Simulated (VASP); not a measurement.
A run of VASP 6.6.1:

Contents of INCAR:

```
SYSTEM = SrTl3
PREC = Accurate ; ENCUT = 600
EDIFF = 1E-6 ; ISMEAR = -1
SIGMA = 0.05 ; LREAL = .FALSE.
LASPH = .TRUE. ; NELM = 60
ALGO = Normal ; ISIF = 8
LWAVE = .FALSE. ; LCHARG = .FALSE.
GGA = PS ; IBRION = 2
NSW = 80 ; EDIFFG = -0.01
```

File KPOINTS:

```
Automatic mesh
0
G
  5 5 5
  0 0 0
```

Contents of POSCAR:

```
SrTl3
1.0
    4.9441900000      0.0000000000      0.0000000000
    0.0000000000      4.9441900000      0.0000000000
    0.0000000000      0.0000000000      4.9441900000
Sr Tl
1 3
Direct
    0.0000000000      0.0000000000      0.0000000000
    0.0000000000      0.5000000000      0.5000000000
    0.5000000000      0.0000000000      0.5000000000
    0.5000000000      0.5000000000      0.0000000000
```

Potentials or basis: VASP PAW PBE potentials, release 64 (Sr_sv, Tl_d).

Run with:

```sh
$ cat potpaw_PBE.64/Sr_sv/POTCAR potpaw_PBE.64/Tl_d/POTCAR > POTCAR
$ mpirun -np 1 vasp_std > vasp.out
```

Hardware: 1 thread of Intel(R) Xeon(R) Platinum 8488C (Sapphire Rapids) (shared host).

Estimate the wall time of this run.

It took 120 s on 1 thread of Intel(R) Xeon(R) Platinum 8488C (Sapphire Rapids) (shared host), peak memory 0.27 GiB. Counts: scf iterations 28, k points 10, ion steps 3.
